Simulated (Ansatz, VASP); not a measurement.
## TaN in VASP and in Ansatz

```xyz
2
Lattice="2.9674 0.0000 0.0000 -1.4837 2.5698 0.0000 0.0000 0.0000 2.8830" Properties=species:S:1:pos:R:3 pbc="T T T"
Ta    0.0000    1.7132    1.4415
N     0.0000    0.0000    0.0000
```

Change from the starting cell: equal xx and yy strain of +1 %.

Alike in both runs: task single point; functional LDA; k mesh 12 × 12 × 10; occupations fermi-dirac, width 0.02 eV; no spin polarisation.

```csv
,VASP,Ansatz
version,VASP 6.6.1,Ansatz 0.2.0
potentials or method,"VASP PAW LDA potentials, release 64 (Ta_pv, N), cutoff 520 eV","all-electron LAPW, scalar-relativistic"
```

Ansatz gave:

- pressure (GPa): -17.5
- traceless stress, the component that is largest in VASP (GPa): 2.48

Estimate VASP's values.

pressure (GPa): -16.0; traceless stress, the component that is largest in VASP (GPa): 2.63.

LDA's correlation is that of Perdew and Zunger in VASP and of Perdew and Wang (1992) in Ansatz. Ansatz ran all-electron here, and VASP with PAW potentials.

Spin-orbit coupling is off throughout.
